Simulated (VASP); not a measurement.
Input of a VASP 6.6.1 run:

INCAR

```
SYSTEM = GaCuSe2
PREC = Accurate
ENCUT = 520
EDIFF = 1E-6
ISMEAR = -1
SIGMA = 0.05
LREAL = .False.
LASPH = .True.
NELM = 100
ALGO = Normal
ISIF = 2
LWAVE = .False.
LCHARG = .True.
GGA = PE
LELF = .True.
LVHAR = .True.
NBANDS = 26
```

KPOINTS

```
Automatic mesh
0
Gamma
  7 7 5
  0 0 0
```

POSCAR

```
GaCuSe2
1.0
    3.7744160000      0.0000000000      0.0000000000
    0.0000000000      3.7744160000      0.0000000000
    0.0000000000      0.0000000000      5.2658910000
Se Ga Cu
2 1 1
Direct
    0.5000000000      0.5000000000      0.0000000000
    0.0000000000      0.0000000000      0.5000000000
    0.5000000000      0.5000000000      0.5000000000
    0.0000000000      0.0000000000      0.0000000000
```

Potentials or basis: VASP PAW PBE potentials, release 64 (Se, Ga_d, Cu).

Launch:

```sh
$ cat potpaw_PBE.64/Se/POTCAR potpaw_PBE.64/Ga_d/POTCAR potpaw_PBE.64/Cu/POTCAR > POTCAR
$ mpirun -np 1 vasp_std > vasp.out
```

What does it give for the pressure?

0.1 GPa.

Estimate the band gap on the k mesh.

zero (band 18 reaches 5.76 eV, above the bottom of band 19 at 3.63 eV).

Stress tensor (GPa, compression positive):
```
 0.39  0.00  0.00
 0.00  0.39  0.00
 0.00  0.00 -0.34
```

With open d or f shells a metallic result of PBE can be an artefact of self-interaction; +U or a hybrid may open a gap.
